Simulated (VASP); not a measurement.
# GaCuSe2 (P4/mmm) in VASP: settings compared, part 2 of 2

VASP 6.6.1. The steps go on from the part before.

### 5 Single point, PBE

This run uses another cell than the first one, of 18.27 Å³/atom, 0.973 times its volume.

The input, INCAR:

```
SYSTEM = GaCuSe2
PREC     = Accurate       ! precision mode
ENCUT    = 520            ! plane-wave cutoff, eV
EDIFF    = 1E-6           ! SCF threshold, eV
ISMEAR   = -1             ! smearing method
SIGMA    = 0.02           ! smearing width, eV
LREAL    = .False.        ! projectors in reciprocal space
LASPH    = .True.         ! aspherical terms in the spheres
NELM     = 100            ! most SCF steps
ALGO     = Normal         ! electronic algorithm
ISIF     = 2              ! what is computed and relaxed
LWAVE    = .False.        ! write WAVECAR
LCHARG   = .False.        ! write CHGCAR
GGA      = PE             ! functional
NBANDS   = 26             ! bands
```

The input, KPOINTS:

```
Automatic mesh
0
Gamma
  8 8 6
  0 0 0
```

The input, POSCAR:

```
GaCuSe2
1.0
    3.7295628207      0.0000000000      0.0000000000
    0.0000000000      3.7295628207      0.0000000000
    0.0000000000      0.0000000000      5.2545477339
Cu Se Ga
1 2 1
Direct
    0.0000000000      0.0000000000      0.0000000000
    0.0000000000      0.0000000000      0.5000000000
    0.5000000000      0.5000000000      0.0000000000
    0.5000000000      0.5000000000      0.5000000000
```

Potentials or basis: VASP PAW PBE potentials, release 64 (Cu, Se, Ga_d).

Run with:

```
$ cat potpaw_PBE.64/Cu/POTCAR potpaw_PBE.64/Se/POTCAR potpaw_PBE.64/Ga_d/POTCAR > POTCAR
$ mpirun -np 1 vasp_std > vasp.out
```

OUTCAR:

```text
SYSTEM = GaCuSe2
   PREC = Accurate
   ENCUT = 520
   EDIFF = 1E-6
   ISMEAR = -1
   LREAL = .False.
   LASPH = .True.
   NELM = 100
   ISIF = 2
   GGA = PE

 ion  position               nearest neighbor table
   1  0.000  0.000  0.000-   2 2.63   2 2.63   3 2.64   3 2.64   3 2.64   3 2.64
   2  0.000  0.000  0.500-   1 2.63   1 2.63   4 2.64   4 2.64   4 2.64   4 2.64
   3  0.500  0.500  0.000-   4 2.63   4 2.63   1 2.64   1 2.64   1 2.64   1 2.64
   4  0.500  0.500  0.500-   3 2.63   3 2.63   2 2.64   2 2.64   2 2.64   2 2.64

  LATTYP: Found a simple tetragonal cell.
 ALAT       =     3.7295628207
 C/A-ratio  =     1.4088910649

  Lattice vectors:

 A1 = (   3.7295628207,   0.0000000000,   0.0000000000)
 A2 = (   0.0000000000,   3.7295628207,   0.0000000000)
 A3 = (   0.0000000000,   0.0000000000,   5.2545477339)

Analysis of symmetry for initial positions (statically):
=====================================================================
 Subroutine PRICEL returns:
 Original cell was already a primitive cell.

 Routine SETGRP: Setting up the symmetry group for a
 simple tetragonal supercell.

 Subroutine GETGRP returns: Found 16 space group operations
 (whereof 16 operations were pure point group operations)
 out of a pool of 16 trial point group operations.
[... 163 lines left out ...]
  free energy    TOTEN  =       -14.53203922 eV

  energy without entropy =      -14.52865928  energy(sigma->0) =      -14.53034925

 E-fermi :   5.5524     XC(G=0): -10.7824

 val. band max:        5.5225518061   @ k =   0.2500   0.0000   0.5000
 cond. band min:       5.5619326497   @ k =   0.3750   0.1250   0.3333
 fundamental gap:      0.0393808436
 Fermi energy:         5.5523950541

 k-point     1 :       0.0000    0.0000    0.0000
  band No.  band energies     occupation
      1      -9.7267      2.00000
      2      -9.5056      2.00000
      3      -9.5000      2.00000
      4      -9.4515      2.00000
      5      -9.4515      2.00000
      6      -9.2884      2.00000
[... 685 lines left out ...]
     25      12.9525      0.00000
     26      13.9853      0.00000

 [... further k-points ...]
[... 5 lines left out ...]
  --------------------------------------------------------------------------------------
  -------------------------------------------------------------------------------------
  Total        1.2745997      1.2745997      0.9458453      0.0000000     -0.0000000      0.0000000
  in kB       27.9404377     27.9404377     20.7338288      0.0000000     -0.0000000      0.0000000
  external PRESSURE =      25.5382347 kB  Pullay stress =       0.0000000 kB

 VOLUME and BASIS-vectors are now :
 -----------------------------------------------------------------------------
  energy-cutoff  :      520.00
  volume of cell :       73.09
      direct lattice vectors                 reciprocal lattice vectors
     3.729562821  0.000000000  0.000000000     0.268127941  0.000000000  0.000000000
     0.000000000  3.729562821  0.000000000     0.000000000  0.268127941  0.000000000
     0.000000000  0.000000000  5.254547734     0.000000000  0.000000000  0.190311336

 POSITION                                       TOTAL-FORCE (eV/Angst)
 -----------------------------------------------------------------------------------
      0.00000      0.00000      0.00000         0.000000      0.000000      0.000000
      0.00000      0.00000      2.62727         0.000000      0.000000      0.000000
      1.86478      1.86478      0.00000         0.000000      0.000000      0.000000
      1.86478      1.86478      2.62727         0.000000      0.000000      0.000000
 -----------------------------------------------------------------------------------
    total drift:                                0.000000      0.000000      0.000000

  FREE ENERGIE OF THE ION-ELECTRON SYSTEM (eV)
  ---------------------------------------------------
  free  energy   TOTEN  =       -14.5320392175 eV

  energy  without entropy=      -14.5286592761  energy(sigma->0) =      -14.53034925
```

OSZICAR:

```text
N       E                     dE             d eps       ncg     rms          rms(c)
DAV:   1     0.276938623647E+03    0.27694E+03   -0.16633E+04  3166   0.197E+03
DAV:   2     0.177326467484E+02   -0.25921E+03   -0.24788E+03  3232   0.420E+02
DAV:   3    -0.145750512478E+02   -0.32308E+02   -0.31169E+02  3846   0.133E+02
DAV:   4    -0.158616571504E+02   -0.12866E+01   -0.12749E+01  3956   0.259E+01
DAV:   5    -0.158953861065E+02   -0.33729E-01   -0.33677E-01  3948   0.451E+00    0.113E+01
DAV:   6    -0.176261807620E+02   -0.17308E+01   -0.32176E+01  3882   0.105E+02    0.105E+01
DAV:   7    -0.146603081223E+02    0.29659E+01   -0.71650E+00  3814   0.641E+01    0.374E+00
DAV:   8    -0.146499311970E+02    0.10377E-01   -0.26326E+00  4548   0.354E+01    0.329E+00
DAV:   9    -0.145302030980E+02    0.11973E+00   -0.69141E-01  4274   0.170E+01    0.538E-01
DAV:  10    -0.145318963942E+02   -0.16933E-02   -0.38631E-02  4772   0.233E+00    0.104E-01
DAV:  11    -0.145322052802E+02   -0.30889E-03   -0.26808E-03  4808   0.804E-01    0.118E-01
DAV:  12    -0.145320264471E+02    0.17883E-03   -0.74875E-04  4332   0.702E-01    0.282E-02
DAV:  13    -0.145320402791E+02   -0.13832E-04   -0.95863E-05  3708   0.682E-02    0.164E-02
DAV:  14    -0.145320390965E+02    0.11827E-05   -0.14029E-05  4412   0.894E-02    0.327E-03
DAV:  15    -0.145320392175E+02   -0.12104E-06   -0.19186E-06  2612   0.859E-03
   1 F= -.14532039E+02 E0= -.14530349E+02  d E =-.337994E-02
```

stdout:

```text
POSCAR found type information on POSCAR CuSeGa
 POSCAR found :  3 types and       4 ions
 scaLAPACK will be used
 LDA part: xc-table for (Slater+PW92), standard interpolation
 POSCAR, INCAR and KPOINTS ok, starting setup
 FFT: planning ... GRIDC
 FFT: planning ... GRID_SOFT
 FFT: planning ... GRID
 WAVECAR not read
 entering main loop
```

It took 75 s on 1 thread of AMD EPYC 9R45 (Zen 5), shared host; peak memory 0.23 GiB.

What came out:

* Free energy: -14.5320 eV
* Pressure: 2.6 GPa
* Band gap on the k mesh: zero (band 18 reaches 6.25 eV, above the bottom of band 19 at 3.64 eV)

Stress tensor (GPa, compression positive):
```
2.79 0.00 0.00
0.00 2.79 0.00
0.00 0.00 2.07
```

With open d or f shells a metallic result of PBE can be an artefact of self-interaction; +U or a hybrid may open a gap.

### 6 The runs side by side

| task | level | cell | k mesh | cutoff (eV) | gap on the mesh (eV) | pressure (GPa) |
| --- | --- | --- | --- | --- | --- | --- |
| single point | PBE | a = 3.764, b = 3.764, c = 5.302 Å, 4 atoms | 6 × 6 × 4 | 520 | none | 0.2 |
| relaxation of cell and atoms | PBE | relaxed from a = 3.643, b = 3.643, c = 5.152 Å, 4 atoms | 6 × 6 × 4 | 600 | none | 0.0 |
| single point | r2SCAN | a = 3.730, b = 3.730, c = 5.255 Å, 4 atoms | 6 × 6 × 4 | 520 | none | 0.0 |
| single point | PBE | a = 3.730, b = 3.730, c = 5.255 Å, 4 atoms | 8 × 8 × 6 | 520 | none | 2.6 |

Alike in all rows: potentials or basis VASP PAW PBE potentials, release 64 (Cu, Se, Ga_d); no spin polarisation; smearing fermi-dirac 0.02 eV.

Caveats: the PAW data sets were made with another functional, which shifts forces and pressure a little (some runs).

Total energies depend on the potentials used, so only differences within one code and one set of settings carry meaning.
